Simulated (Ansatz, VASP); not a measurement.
## One calculation of BN, two programs

```
B N
1.0
     0.00000    3.27824    2.15332
     1.24513    0.00000    2.15332
     1.24513    3.27824    0.00000
B N
1 1
Direct
  0.00013 0.00013 0.99987
  0.66658 0.66658 0.33342
```

Alike in both runs: functional LDA; k mesh 10 × 10 × 10; no spin polarisation.

Ansatz relaxed the structure, and its values are those at the end. VASP's run is a single point on that final structure, the one shown.

```csv
,VASP,Ansatz
version,VASP 6.6.1,Ansatz 0.2.0
potentials or method,"VASP PAW LDA potentials, release 64 (B, N)","plane waves, PAW"
plane-wave cutoff (eV),600,420
occupations,"gaussian, width 0.01 eV",fixed
valence electrons in the cell,8,8
```

|  | VASP | Ansatz | Ansatz less VASP |
| --- | --- | --- | --- |
| pressure (GPa) | 0.3 | 0.0 | -0.30 |

LDA's correlation is that of Perdew and Zunger in VASP and of Perdew and Wang (1992) in Ansatz.
